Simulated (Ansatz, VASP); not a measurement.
One calculation of MnS, two programs

```
CELL_PARAMETERS angstrom
0.00000 2.34599 2.34599
2.34599 0.00000 2.34599
2.34599 2.34599 0.00000
ATOMIC_POSITIONS crystal
Mn 0.00000 0.00000 0.00000
S 0.50000 0.50000 0.50000
```

Alike in both runs: task single point; functional PBE; k mesh 12 × 12 × 12; occupations gaussian, width 0.05 eV; no spin polarisation.

|  | VASP | Ansatz |
| --- | --- | --- |
| version | VASP 6.6.1 | Ansatz 0.2.0 |
| potentials or method | VASP PAW PBE potentials, release 64 (Mn_pv, S), cutoff 520 eV | scalar-relativistic, plane waves, PAW |
| valence electrons in the cell | 19 | 21 |

VASP gave:

| Property | Result |
| --- | --- |
| gap on the k mesh at the Fermi level (eV) | none |
| pressure (GPa) | 0.2 |

Problem. Which values does Ansatz return?

Solution. gap on the k mesh at the Fermi level (eV): none; pressure (GPa): 0.0.

A gap of «none» marks a metal or a gap that the smearing closes. VASP's potentials hold 19 valence electrons a cell and Ansatz's 21, so a difference there can come from the potentials and not from the codes.
